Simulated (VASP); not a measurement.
Here is a VASP 6.6.1 calculation.

Contents of INCAR:

```
PREC = Accurate ; ENCUT = 520
EDIFF = 1E-6 ; ISMEAR = -1
SIGMA = 0.05 ; LREAL = F
LASPH = T ; NELM = 60
ALGO = Normal ; ISIF = 2
LWAVE = F ; LCHARG = T
GGA = CA ; LELF = T
LVHAR = T ; NBANDS = 24
```

KPOINTS

```
regular mesh
0
Gamma
  6 6 6
```

Contents of POSCAR:

```
SnTe3
1.0
    0.0000000000      3.9369484026      3.9369484026
    3.9369484026      0.0000000000      3.9369484026
    3.9369484026      3.9369484026      0.0000000000
Te Sn
3 1
Direct
    0.5000000000      0.5000000000      0.5000000000
    0.7500000000      0.7500000000      0.7500000000
    0.2500000000      0.2500000000      0.2500000000
    0.0000000000      0.0000000000      0.0000000000
```

Potentials or basis: VASP PAW LDA potentials, release 64 (Te, Sn_d).

Launch:

```bash
$ cat potpaw_LDA.64/Te/POTCAR potpaw_LDA.64/Sn_d/POTCAR > POTCAR
$ mpirun -np 1 vasp_std > vasp.out
```

Task: What does it give for the pressure?

Result: -6.0 GPa.

Task: Predict the band gap on the k mesh.

Result: Zero (band 16 reaches 7.16 eV, above the bottom of band 17 at 5.12 eV).

Caveat: spin-orbit coupling is left out, which moves the levels of the heavy elements.
